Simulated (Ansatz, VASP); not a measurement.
# TiB2 in VASP and in Ansatz

Contents of POSCAR:

```
TiB2
1.0
    3.0248997900      0.0000000000      0.0000000000
   -1.5124499000      2.6196400600      0.0000000000
    0.0000000000      0.0000000000      3.2243443000
Ti B
1 2
Direct
    0.0000000000      0.0000000000      0.0000000000
    0.3333333300      0.6666666700      0.5000000000
    0.6666666700      0.3333333300      0.5000000000
```

Contents of INCAR.step1:

```
ALGO = Normal
EDIFF = 1E-5
ENCUT = 550
GGA = PE
GGA_COMPAT = False
ISMEAR = -1
LASPH = True
LCHARG = False
LREAL = False
LWAVE = True
NBANDS = 16
NELM = 120
PREC = Accurate
SIGMA = 0.1
```

File INCAR.step2:

```
ALGO = Normal
EDIFF = 1E-6
ENCUT = 550
GGA_COMPAT = False
ISIF = 2
ISMEAR = -1
ISTART = 1
LASPH = True
LCHARG = False
LMIXTAU = True
LREAL = False
LWAVE = False
METAGGA = R2SCAN
NBANDS = 16
NELM = 120
PREC = Accurate
SIGMA = 0.1
```

The input KPOINTS:

```
k-points
0
Gamma
  13 13 10
```

Input for Ansatz:

```yaml
crystal:
  lattice:
    - [3.02489979, 0.0, 0.0]
    - [-1.5124499, 2.61964006, 0.0]
    - [0.0, 0.0, 3.2243443]
  atoms:
    - { symbol: Ti, position: [0.0, 0.0, 0.0] }
    - { symbol: B, position: [0.33333333, 0.66666667, 0.5] }
    - { symbol: B, position: [0.66666667, 0.33333333, 0.5] }
  symmetry: { tolerance: 0.0003 }
hamiltonian:
  xc: r2scan
  pseudopotentials: { kind: paw, azcp: { folder: soft_1 } }
basis:
  ecutwfc: 500
magnetization:
  spin_polarized: false
scf:
  occupations: { method: fermi_dirac, width: 0.1 }
kpoints:
  mp_grid: { grid: [13, 13, 10], shift: [0, 0, 0] }
  band_path:
    path:
      - [0.0, 0.0, 0.0]
      - [0.5, 0.0, 0.0]
      - [0.33333333, 0.33333333, 0.0]
      - [0.0, 0.0, 0.0]
      - [0.0, 0.0, 0.5]
      - [0.5, 0.0, 0.5]
      - [0.33333333, 0.33333333, 0.5]
      - [0.0, 0.0, 0.5]
      - [0.5, 0.0, 0.5]
      - [0.5, 0.0, 0.0]
      - [0.33333333, 0.33333333, 0.5]
    npoints: 11
output:
  forces: true
  stress: true
  eigenvalues: true
  bader: true
  populations: true
  elf: true
  write_potential: true
  write_density: true
  volumetric_format: npy
  dos:
    e_range: [-12, 8]
    de: 0.05
    projected: { site_lists: { B: [B], Ti: [Ti] } }
```

Alike in both runs: task single point; functional r2SCAN; k mesh 13 × 13 × 10; occupations fermi-dirac, width 0.1 eV; no spin polarisation.

```csv
,VASP,Ansatz
version,VASP 6.6.1,Ansatz 0.2.0
potentials or method,"VASP PAW PBE potentials, release 64 (Ti_sv, B), cutoff 550 eV",PAW plane waves
valence electrons in the cell,18,18
```

|  | VASP | Ansatz | Ansatz less VASP |
| --- | --- | --- | --- |
| pressure (GPa) | 0.7 | 0.0 | -0.72 |
| traceless stress, the component that is largest in VASP (GPa) | -0.01 | -0.05 | -0.049 |

VASP's potentials were made for PBE, not for r2SCAN.
